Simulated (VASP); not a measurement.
Wanted: the native input for a VASP 6.6.1 run.

```yaml
Task: single point
Functional: PBE
Potentials_or_basis: VASP PAW PBE potentials, release 64 (In_d, Sb, As)
Cutoff: 520 eV
k_mesh: 4 × 6 × 2
Occupations: gaussian, width 0.1 eV
Spin: no spin polarisation
Dipole_correction: no
Further_INCAR_settings: ALGO = Normal; EDIFF = 1e-06; NBANDS = 36
```

The structure of In3SbAs2 lies in POSCAR:

```
In3SbAs2
1.0
    6.5464299067      0.0000000000     -0.2651495909
    0.0000000000      2.9222403196      0.0000000000
   -2.6970368679      0.0000000000      8.2347015331
In Sb As
3 1 2
Direct
    0.6524980399      0.0193191272      0.6781747312
    0.3475019601      0.0193191272      0.3218252688
    0.0000000000      0.3580749910      0.0000000000
    0.0000000000      0.0952863105      0.5000000000
    0.6653103037      0.1290002221      0.1577384171
    0.3346896963      0.1290002221      0.8422615829
```

These files were run (other wordings do the same):

INCAR

```
SYSTEM = In3SbAs2
ALGO     = Normal         ! electronic algorithm
EDIFF    = 1E-6           ! SCF threshold, eV
ENCUT    = 520            ! plane-wave cutoff, eV
GGA      = PE             ! functional
ISIF     = 2              ! what is computed and relaxed
ISMEAR   = 0              ! smearing method
LASPH    = .True.         ! aspherical terms in the spheres
LCHARG   = .False.        ! write CHGCAR
LREAL    = .False.        ! projectors in reciprocal space
LWAVE    = .False.        ! write WAVECAR
NBANDS   = 36             ! bands
NELM     = 60             ! most SCF steps
PREC     = Accurate       ! precision mode
SIGMA    = 0.1            ! smearing width, eV
```

KPOINTS

```
k-points
0
Gamma
  4 6 2
  0 0 0
```

Potentials or basis: VASP PAW PBE potentials, release 64 (In_d, Sb, As).

Launch:

```bash
$ cat potpaw_PBE.64/In_d/POTCAR potpaw_PBE.64/Sb/POTCAR potpaw_PBE.64/As/POTCAR > POTCAR
$ mpirun -np 1 vasp_std > vasp.out
```

It gave:

```json
{
  "Pressure": "-0.1 GPa",
  "Largest force": "0.043 eV/Å",
  "Band gap on the k mesh": "zero (bands 27 and 28 overlap by 2.00 eV)"
}
```

Caveat: the k points lie up to 0.38 Å⁻¹ apart, too coarse for converged energies and pressures of a metal; spin-orbit coupling is left out, which moves the levels of the heavy elements.

It took 3.4 min on 1 thread of Intel Xeon 8259CL, on a shared host, peak memory 0.34 GiB.
